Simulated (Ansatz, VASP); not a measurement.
One calculation of CSe2, two programs

```
Se C
1.0
     3.56977   -2.99478    0.00000
     3.56977    2.99478    0.00000
     0.00000    0.00000    9.46265
Se C
4 2
Cartesian
  3.5698 1.7225 8.3213
  3.5698 -1.7225 1.1413
  3.5698 1.2723 3.5900
  3.5698 -1.2723 5.8727
  0.0000 0.0000 0.0000
  3.5698 0.0000 4.7313
```

Alike in both runs: functional r2SCAN; k mesh 5 × 5 × 3; occupations fermi-dirac, width 0.05 eV; no spin polarisation.

```csv
,VASP,Ansatz
version,VASP 6.6.1,Ansatz 0.2.0
potentials or method,"VASP PAW PBE potentials, release 64 (Se, C)",Ansatz PAW
plane-wave cutoff (eV),520,500
valence electrons in the cell,32,72
task,single point,band structure
```

Ansatz gave:

- gap on the k mesh at the Fermi level (eV): 2.64
- least direct gap on the mesh (eV): 2.71
- pressure (GPa): -1.4
- traceless stress, the component that is largest in VASP (GPa): 1.13
- rms of the force components (eV/Å): 0.303

Task: Which values does VASP return?

Result: gap on the k mesh at the Fermi level (eV): 2.64; least direct gap on the mesh (eV): 2.71; pressure (GPa): -1.2; traceless stress, the component that is largest in VASP (GPa): 0.93; rms of the force components (eV/Å): 0.249.

VASP's potentials were made for PBE, not for r2SCAN. Atom by atom the forces differ by 0.054 eV/Å (rms over components). VASP's potentials hold 32 valence electrons a cell and Ansatz's 72, so a difference there can come from the potentials and not from the codes.
